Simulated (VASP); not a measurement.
# ZrS (Fmmm) in VASP: further runs, part 3 of 3

VASP 6.6.1. The steps go on from the part before.

## Step 5: Single point, r2SCAN (strain +0.0525 x Voigt [1, -1, 0, 0, 0, 0])

POSCAR reads:

```
ZrS
1.0
    0.0000000000      2.4871875000      2.6250000000
    2.7628125000      0.0000000000      2.6250000000
    2.7628125000      2.4871875000      0.0000000000
Zr S
1 1
Direct
    0.0000000000      0.0000000000      0.0000000000
    0.5000000000      0.5000000000      0.5000000000
```

INCAR.step1 reads:

```
SYSTEM = ZrS
PREC     = Accurate       ! precision mode
ENCUT    = 520            ! plane-wave cutoff, eV
ISMEAR   = 0              ! smearing method
SIGMA    = 0.15           ! smearing width, eV
LREAL    = .FALSE.        ! projectors in reciprocal space
LASPH    = .TRUE.         ! aspherical terms in the spheres
NELM     = 100            ! most SCF steps
NBANDS   = 16             ! bands
GGA      = PE             ! functional
ALGO     = Normal         ! electronic algorithm
EDIFF    = 1E-4           ! SCF threshold, eV
LWAVE    = .TRUE.         ! write WAVECAR
LCHARG   = .FALSE.        ! write CHGCAR
```

INCAR.step2 reads:

```
SYSTEM = ZrS
PREC     = Accurate       ! precision mode
ENCUT    = 520            ! plane-wave cutoff, eV
EDIFF    = 1E-6           ! SCF threshold, eV
ISMEAR   = 0              ! smearing method
SIGMA    = 0.15           ! smearing width, eV
LREAL    = .FALSE.        ! projectors in reciprocal space
LASPH    = .TRUE.         ! aspherical terms in the spheres
NELM     = 100            ! most SCF steps
ALGO     = Normal         ! electronic algorithm
ISIF     = 2              ! what is computed and relaxed
LWAVE    = .FALSE.        ! write WAVECAR
LCHARG   = .TRUE.         ! write CHGCAR
METAGGA  = R2SCAN         ! meta-GGA
LMIXTAU  = .TRUE.       
LELF     = .TRUE.         ! ELF
LVHAR    = .TRUE.       
NBANDS   = 16             ! bands
ISTART   = 1
```

KPOINTS reads:

```
regular mesh
0
G
  16 16 16
  0 0 0
```

Potentials or basis: VASP PAW PBE potentials, release 64 (Zr_sv, S).

The run is started by

```sh
$ cat potpaw_PBE.64/Zr_sv/POTCAR potpaw_PBE.64/S/POTCAR > POTCAR
$ cp INCAR.step1 INCAR
$ mpirun -np 1 vasp_std > vasp.out
$ cp INCAR.step2 INCAR
$ mpirun -np 1 vasp_std > vasp.out
```

OUTCAR:

```text
SYSTEM = ZrS
   PREC = Accurate
   ENCUT = 520
   EDIFF = 1E-6
   ISMEAR = 0
   LREAL = .FALSE.
   LASPH = .TRUE.
   NELM = 100
   ISIF = 2
   METAGGA = R2SCAN
   ISTART = 1

 ion  position               nearest neighbor table
   1  0.000  0.000  0.000-   2 2.49   2 2.49   2 2.62   2 2.62   2 2.76   2 2.76
   2  0.500  0.500  0.500-   1 2.49   1 2.49   1 2.62   1 2.62   1 2.76   1 2.76

  LATTYP: Found a face centered orthorhombic cell.
 ALAT       =     4.9743750000
 B/A-ratio  =     1.0554089710
 C/A-ratio  =     1.1108179420

  Lattice vectors:

 A1 = (  -2.7628125000,   0.0000000000,  -2.6250000000)
[... 627 lines left out ...]
      5      -5.7347      2.00000
      6       6.1712      2.00000
[... 8 lines left out ...]
     15      19.1222      0.00000
     16      22.5570      0.00000

 [... further k-points ...]
[... 5 lines left out ...]
  --------------------------------------------------------------------------------------
  -------------------------------------------------------------------------------------
  Total       -2.5126142      3.8760812     -0.4651935      0.0000000     -0.0000000      0.0000000
  in kB     -111.5879108    172.1409544    -20.6597480      0.0000000     -0.0000000      0.0000000
  external PRESSURE =      13.2977652 kB  Pullay stress =       0.0000000 kB

 VOLUME and BASIS-vectors are now :
 -----------------------------------------------------------------------------
  energy-cutoff  :      520.00
  volume of cell :       36.08
      direct lattice vectors                 reciprocal lattice vectors
     0.000000000  2.487187500  2.625000000    -0.180975003  0.201030280  0.190476190
     2.762812500  0.000000000  2.625000000     0.180975003 -0.201030280  0.190476190
     2.762812500  2.487187500  0.000000000     0.180975003  0.201030280 -0.190476190

 POSITION                                       TOTAL-FORCE (eV/Angst)
 -----------------------------------------------------------------------------------
      0.00000      0.00000      0.00000        -0.000000     -0.000000      0.000000
      2.76281      2.48719      2.62500         0.000000      0.000000      0.000000
 -----------------------------------------------------------------------------------
    total drift:                                0.000000      0.000000      0.000000

  FREE ENERGIE OF THE ION-ELECTRON SYSTEM (eV)
  ---------------------------------------------------
  free  energy   TOTEN  =       -33.7224294197 eV

  energy  without entropy=      -33.7082014577  energy(sigma->0) =      -33.71531544
```

OUTCAR.step1:

```text
SYSTEM = ZrS
   PREC = Accurate
   ENCUT = 520
   ISMEAR = 0
   LREAL = .FALSE.
   LASPH = .TRUE.
[... 679 lines left out ...]
      0.00000      0.00000      0.00000         0.000000      0.000000      0.000000
      2.76281      2.48719      2.62500        -0.000000      0.000000      0.000000
 -----------------------------------------------------------------------------------
    total drift:                                0.000000      0.000000      0.000000

  FREE ENERGIE OF THE ION-ELECTRON SYSTEM (eV)
  ---------------------------------------------------
  free  energy   TOTEN  =       -15.2579461479 eV

  energy  without entropy=      -15.2432543735  energy(sigma->0) =      -15.25060026
```

OSZICAR.step1:

```text
N       E                     dE             d eps       ncg     rms          rms(c)
DAV:   1     0.122811820463E+03    0.12281E+03   -0.95882E+03 19872   0.110E+03
DAV:   2    -0.109202742968E+02   -0.13373E+03   -0.12899E+03 25944   0.281E+02
DAV:   3    -0.161262856404E+02   -0.52060E+01   -0.51686E+01 32040   0.491E+01
DAV:   4    -0.162087797965E+02   -0.82494E-01   -0.82462E-01 24920   0.557E+00
DAV:   5    -0.162103822827E+02   -0.16025E-02   -0.16025E-02 29584   0.609E-01    0.157E+01
DAV:   6    -0.152919420061E+02    0.91844E+00   -0.19996E+00 24328   0.970E+00    0.725E+00
DAV:   7    -0.152625113484E+02    0.29431E-01   -0.21026E-01 28848   0.293E+00    0.311E+00
DAV:   8    -0.152588869918E+02    0.36244E-02   -0.30705E-02 23160   0.119E+00    0.508E-01
DAV:   9    -0.152579417192E+02    0.94527E-03   -0.45869E-03 24400   0.417E-01    0.157E-01
DAV:  10    -0.152579461479E+02   -0.44287E-05   -0.58336E-04 23816   0.232E-01
   1 F= -.15257946E+02 E0= -.15250600E+02  d E =-.146918E-01
```

Wall time 11 min (1 thread of AMD EPYC 9R45 (Zen 5), shared host); peak memory 0.42 GiB.

What came out:

| Quantity | Value |
| --- | --- |
| Free energy | -33.7224 eV |
| Pressure | 1.3 GPa |
| Band gap on the k mesh | zero (band 9 reaches 12.32 eV, above the bottom of band 10 at 9.44 eV) |

Caveat: the cell differs from its parent crystal (strain +0.0525 x Voigt [1, -1, 0, 0, 0, 0]); the PAW data sets were made with another functional, which shifts forces and pressure a little.

## Step 6: Overview

| cell | gap on the mesh (eV) | pressure (GPa) |
| --- | --- | --- |
| a = 3.630, b = 3.797, c = 3.716 Å, angles 57.8, 62.2, 60.0°, 2 atoms | none | 0.4 |
| a = 3.768, b = 3.657, c = 3.714 Å, angles 61.5, 58.5, 60.0°, 2 atoms | none | -0.9 |
| a = 3.825, b = 3.603, c = 3.719 Å, angles 63.0, 57.0, 60.0°, 2 atoms | none | 2.4 |
| a = 3.616, b = 3.811, c = 3.717 Å, angles 57.4, 62.6, 60.0°, 2 atoms | none | 1.3 |

Alike in all rows: task single point; level r2SCAN; potentials or basis VASP PAW PBE potentials, release 64 (Zr_sv, S); no spin polarisation; k mesh 16 × 16 × 16; cutoff (eV) 520; smearing gaussian 0.15 eV.

Caveats: the PAW data sets were made with another functional, which shifts forces and pressure a little.

Total energies depend on the potentials used, so only differences within one code and one set of settings carry meaning.
